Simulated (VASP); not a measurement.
# Lu (P6_3/mmc) in VASP: notebook

Lu is run at these levels: PBE; tasks: single point.

Everything below comes from runs of VASP 6.6.1. Logs are shortened: lines on timing, memory, paths and dates and some standing lists are left out, and cuts for length are marked.

### Step 1. The cell of the first run

It takes space group P6_3/mmc (No. 194, hexagonal). The conventional cell has a = 3.382 Å, b = 3.382 Å, c = 5.359 Å, α = 90.00°, β = 90.00°, γ = 120.00°. Within 4.4 Å of Lu (site symmetry -6m2) lie 12 Lu at 3.32 to 3.38 Å.

### Step 2. Single point, PBE

Contents of INCAR:

```
ALGO = Normal
EDIFF = 1E-6
ENCUT = 520
GGA = PE
ISIF = 2
ISMEAR = 1
LASPH = True
LCHARG = True
LELF = True
LREAL = False
LVHAR = True
LWAVE = False
NBANDS = 32
NELM = 100
PREC = Accurate
SIGMA = 0.1
```

Contents of KPOINTS:

```
k-points
0
Gamma
  10 10 5
```

Contents of POSCAR:

```
Lu
1.0
    3.3822058632      0.0000000000      0.0000000000
   -1.6911029316      2.9290761964      0.0000000000
    0.0000000000      0.0000000000      5.3593350250
Lu
2
Direct
    0.3333333333      0.6666666667      0.2500000000
    0.6666666667      0.3333333333      0.7500000000
```

Potentials or basis: VASP PAW PBE potentials, release 64 (Lu).

On the command line:

```bash
> cat potpaw_PBE.64/Lu/POTCAR > POTCAR
> mpirun -np 1 vasp_std > vasp.out
```

OUTCAR:

```text
EDIFF = 1E-6
   ENCUT = 520
   GGA = PE
   ISIF = 2
   ISMEAR = 1
   LASPH = True
   LREAL = False
   NELM = 100
   PREC = Accurate

 ion  position               nearest neighbor table
   1  0.333  0.667  0.250-   2 3.32   2 3.32   2 3.32   2 3.32   2 3.32   2 3.32
   2  0.667  0.333  0.750-   1 3.32   1 3.32   1 3.32   1 3.32   1 3.32   1 3.32

  LATTYP: Found a hexagonal cell.
 ALAT       =     3.3822058632
 C/A-ratio  =     1.5845679541

  Lattice vectors:

 A1 = (   3.3822058632,   0.0000000000,   0.0000000000)
 A2 = (  -1.6911029316,   2.9290761964,   0.0000000000)
 A3 = (   0.0000000000,   0.0000000000,   5.3593350250)

Analysis of symmetry for initial positions (statically):
=====================================================================
 Subroutine PRICEL returns:
 Original cell was already a primitive cell.

 Routine SETGRP: Setting up the symmetry group for a
 hexagonal supercell.

 Subroutine GETGRP returns: Found 24 space group operations
 (whereof 12 operations were pure point group operations)
 out of a pool of 24 trial point group operations.

The static configuration has the point symmetry D_3d.
 The point group associated with its full space group is D_6h.

Analysis of symmetry for dynamics (positions and initial velocities):
=====================================================================
 Subroutine PRICEL returns:
 Original cell was already a primitive cell.

 Routine SETGRP: Setting up the symmetry group for a
 hexagonal supercell.

 Subroutine GETGRP returns: Found 24 space group operations
 (whereof 12 operations were pure point group operations)
 out of a pool of 24 trial point group operations.

The dynamic configuration has the point symmetry D_3d.
 The point group associated with its full space group is D_6h.

 Subroutine INISYM returns: Found 24 space group operations
 (whereof 12 operations are pure point group operations),
 and found     1 'primitive' translations

----------------------------------------------------------------------------------------

                                     Primitive cell

  volume of cell :      53.0935

  direct lattice vectors                    reciprocal lattice vectors
     3.382205863  0.000000000  0.000000000     0.295665031  0.170702285  0.000000000
    -1.691102932  2.929076196  0.000000000     0.000000000  0.341404570  0.000000000
     0.000000000  0.000000000  5.359335025     0.000000000  0.000000000  0.186590313

  length of vectors
     3.382205863  3.382205862  5.359335025     0.341404570  0.341404570  0.186590313

  position of ions in fractional coordinates (direct lattice)
     0.333333333  0.666666667  0.250000000
     0.666666667  0.333333333  0.750000000

  ion indices of the primitive-cell ions
   primitive index   ion index
                 1           1
                 2           2

----------------------------------------------------------------------------------------

 KPOINTS: k-points

Automatic generation of k-mesh.
 Grid dimensions read from file:
 generate k-points for:   10   10    5

 Generating k-lattice:

  Cartesian coordinates                     Fractional coordinates (reciprocal lattice)
     0.029566503  0.017070229  0.000000000     0.100000000 -0.000000000  0.000000000
     0.000000000  0.034140457  0.000000000     0.000000000  0.100000000  0.000000000
     0.000000000  0.000000000  0.037318063     0.000000000  0.000000000  0.200000000

  Length of vectors
     0.034140457  0.034140457  0.037318063

  Shift w.r.t. Gamma in fractional coordinates (k-lattice)
     0.000000000  0.000000000  0.000000000

 Subroutine IBZKPT returns following result:
 ===========================================

 Found     42 irreducible k-points:

 Following reciprocal coordinates:
            Coordinates               Weight
  0.000000  0.000000  0.000000      1.000000
  0.100000  0.000000  0.000000      6.000000
  0.200000  0.000000  0.000000      6.000000
  0.300000 -0.000000  0.000000      6.000000
  0.400000 -0.000000  0.000000      6.000000
  0.500000  0.000000  0.000000      3.000000
[... 16 lines left out ...]
  0.300000  0.100000  0.200000     24.000000
  0.400000  0.100000  0.200000     24.000000
 [... further k-points ...]
   k-points           NKPTS =     42   k-points in BZ     NKDIM =     42   number of bands    NBANDS=     32
   number of dos      NEDOS =    301   number of ions     NIONS =      2
   total plane-waves  NPLWV =  31360
   dimension x,y,z NGX =    28 NGY =   28 NGZ =   40
   dimension x,y,z NGXF=    56 NGYF=   56 NGZF=   80
   ions per type =               2
   NGX,Y,Z   is equivalent  to a cutoff of  13.76, 13.76, 12.41 a.u.
   NGXF,Y,Z  is equivalent  to a cutoff of  27.53, 27.53, 24.82 a.u.
 SYSTEM =  unknown system
   PREC   = accura    normal or accurate (medium, high low for compatibility)
   ISTART =      0    job   : 0-new  1-cont  2-samecut
   ICHARG =      2    charge: 1-file 2-atom 10-const
   ISPIN  =      1    spin polarized calculation?
   LNONCOLLINEAR =      F non collinear calculations
   LSORBIT =      F    spin-orbit coupling
   LASPH  =      T    aspherical Exc in radial PAW
   ENCUT  =  520.0 eV  38.22 Ry    6.18 a.u.   6.29  6.29  9.96*2*pi/ulx,y,z
   NELM   =    100;   NELMIN=  2; NELMDL= -5     # of ELM steps
   EDIFF  = 0.1E-05   stopping-criterion for ELM
   LREAL  =      F    real-space projection
   EDIFFG = 0.1E-04   stopping-criterion for IOM
   NSW    =      0    number of steps for IOM
   IBRION =     -1    ionic relax: 0-MD 1-quasi-New 2-CG
   NFREE  =      0    steps in history (QN), initial steepest desc. (CG)
   ISIF   =      2    stress and relaxation
   ISYM   =      2    0-nonsym 1-usesym 2-fastsym
   POTIM  = 0.5000    time-step for ionic-motion
   TEBEG  =    0.0;   TEEND  =   0.0 temperature during run
   PSTRESS=    0.0 pullay stress
   NELECT =      50.0000    total number of electrons
   NUPDOWN=      -1.0000    fix difference up-down
   EMIN   =  10.00;   EMAX   =-10.00  energy-range for DOS
   EFERMI =   0.00;   METHOD = LEGACY
   ISMEAR =     1;   SIGMA  =   0.10  broadening in eV -4-tet -1-fermi 0-gaus
   EFERMI_NEDOS =   21; number of points for ismear=-14 and -15
   IALGO  =     38    algorithm
   IMIX   =      4    mixing-type and parameters
     AMIX     =   0.40;   BMIX     =  1.00
     AMIX_MAG =   1.60;   BMIX_MAG =  1.00
  volume/ion in A,a.u.               =      26.55       179.15
  Fermi-wavevector in a.u.,A,eV,Ry     =   1.604665  3.032377 35.034305  2.574949
  Thomas-Fermi vector in A             =   2.701133
   LORBIT       =      0    0 simple, 1 ext, 2 COOP (PROOUT), +10 PAW based schemes
   GGA     = PE    functional components
   LHFCALC =     F    Hartree Fock is set to
   AEXX    =    0.0000 exact exchange contribution
   IVDW    =     0    specifies the selected vdW correction
   LEPSILON=     F    determine dielectric tensor
   LRPA    =     F    only Hartree local field effects (RPA)
 non-spin polarized calculation
 Methfessel and Paxton  Order N= 1 SIGMA  =   0.10
  energy-cutoff  :      520.00
  volume of cell :       53.09
 maximum number of plane-waves:      1446
 NGX is ok and might be reduce to    28
   NGX = 13   NGY = 13   NGZ = 19

 number of electron      50.0000003 magnetization

 Free energy of the ion-electron system (eV)
  ---------------------------------------------------
  ext. energy  EPLUGINS =         0.00000000
  ---------------------------------------------------
  free energy    TOTEN  =        -8.94898798 eV

  energy without entropy =       -8.94745402  energy(sigma->0) =       -8.94847666

 E-fermi :   2.5860     XC(G=0): -11.1159

 val. band max:        2.5655428993   @ k =   0.3000   0.3000   0.4000
 cond. band min:       2.5878046387   @ k =   0.2000   0.0000   0.2000
 fundamental gap:      0.0222617394
 Fermi energy:         2.5860063773

 k-point     1 :       0.0000    0.0000    0.0000
  band No.  band energies     occupation
      1     -53.3959      2.00000
      2     -53.3442      2.00000
      3     -24.4586      2.00000
      4     -23.8649      2.00000
      5     -23.8649      2.00000
      6     -23.7598      2.00000
[... 24 lines left out ...]
     31       6.3589      0.00000
     32       6.3589      0.00000

 k-point     2 :       0.1000    0.0000    0.0000
  band No.  band energies     occupation
      1     -53.3922      2.00000
      2     -53.3428      2.00000
      3     -24.4370      2.00000
      4     -23.9103      2.00000
      5     -23.8800      2.00000
      6     -23.8077      2.00000
[... 24 lines left out ...]
     31       5.9774      0.00000
     32       6.0905      0.00000

 k-point     3 :       0.2000    0.0000    0.0000
  band No.  band energies     occupation
      1     -53.3824      2.00000
      2     -53.3395      2.00000
      3     -24.3767      2.00000
      4     -24.0296      2.00000
      5     -23.9287      2.00000
      6     -23.9180      2.00000
[... 24 lines left out ...]
     31       6.3031      0.00000
     32       6.6555      0.00000

 k-point     4 :       0.3000   -0.0000    0.0000
  band No.  band energies     occupation
      1     -53.3695      2.00000
      2     -53.3361      2.00000
      3     -24.2900      2.00000
      4     -24.1774      2.00000
      5     -24.0703      2.00000
      6     -23.9627      2.00000
[... 24 lines left out ...]
     31       7.1984      0.00000
     32       7.7340      0.00000

 k-point     5 :       0.4000   -0.0000    0.0000
  band No.  band energies     occupation
      1     -53.3576      2.00000
      2     -53.3349      2.00000
      3     -24.2963      2.00000
      4     -24.1996      2.00000
      5     -24.1796      2.00000
      6     -23.9976      2.00000
[... 584 lines left out ...]
     31       6.5162      0.00000
     32       6.8928      0.00000

 k-point    22 :       0.2000    0.1000    0.2000
  band No.  band energies     occupation
      1     -53.3706      2.00000
      2     -53.3407      2.00000
      3     -24.3105      2.00000
      4     -24.0897      2.00000
      5     -24.0453      2.00000
      6     -23.9387      2.00000
[... 24 lines left out ...]
     31       7.0276      0.00000
     32       7.5618      0.00000

 k-point    23 :       0.3000    0.1000    0.2000
  band No.  band energies     occupation
      1     -53.3590      2.00000
      2     -53.3376      2.00000
      3     -24.3132      2.00000
      4     -24.2007      2.00000
      5     -24.0950      2.00000
      6     -23.9868      2.00000
[... 24 lines left out ...]
     31       8.1879      0.00000
     32       8.3863      0.00000

 k-point    24 :       0.4000    0.1000    0.2000
  band No.  band energies     occupation
      1     -53.3506      2.00000
      2     -53.3368      2.00000
      3     -24.3595      2.00000
      4     -24.2562      2.00000
      5     -24.0875      2.00000
      6     -24.0028      2.00000
[... 24 lines left out ...]
     31       8.7180      0.00000
     32       9.3041      0.00000

 [... further k-points ...]

------------------------ aborting loop because EDIFF is reached ----------------------------------------

  FORCE on cell =-STRESS in cart. coord.  units (eV):
  Direction    XX          YY          ZZ          XY          YZ          ZX
  --------------------------------------------------------------------------------------
  -------------------------------------------------------------------------------------
  Total        1.8670916      1.8670916      1.2914337      0.0000000      0.0000000     -0.0000000
  in kB       56.3423015     56.3423014     38.9709572      0.0000000      0.0000000     -0.0000000
  external PRESSURE =      50.5518534 kB  Pullay stress =       0.0000000 kB

 VOLUME and BASIS-vectors are now :
 -----------------------------------------------------------------------------
  energy-cutoff  :      520.00
  volume of cell :       53.09
      direct lattice vectors                 reciprocal lattice vectors
     3.382205863  0.000000000  0.000000000     0.295665031  0.170702285  0.000000000
    -1.691102932  2.929076196  0.000000000     0.000000000  0.341404570  0.000000000
     0.000000000  0.000000000  5.359335025     0.000000000  0.000000000  0.186590313

 POSITION                                       TOTAL-FORCE (eV/Angst)
 -----------------------------------------------------------------------------------
     -0.00000      1.95272      1.33983         0.000000      0.000000      0.000000
      1.69110      0.97636      4.01950        -0.000000     -0.000000      0.000000
 -----------------------------------------------------------------------------------
    total drift:                               -0.000000      0.000000     -0.000000

  FREE ENERGIE OF THE ION-ELECTRON SYSTEM (eV)
  ---------------------------------------------------
  free  energy   TOTEN  =        -8.9489879801 eV

  energy  without entropy=       -8.9474540201  energy(sigma->0) =       -8.94847666
```

Run time: 2.6 min. Hardware: 1 thread of AMD EPYC 7R13, shared host; peak memory 0.18 GiB.

What came out:

```
Free energy            : -8.9490 eV
Pressure               : 5.1 GPa
Band gap on the k mesh : zero (band 25 reaches 3.49 eV, above the bottom of band 26 at 1.98 eV)
```

Stress tensor (GPa, compression positive):
```
5.63 0.00 0.00
0.00 5.63 0.00
0.00 0.00 3.90
```

Caveat: spin-orbit coupling is left out, which moves the levels of the heavy elements.

(Continued in part 2 of 2.)
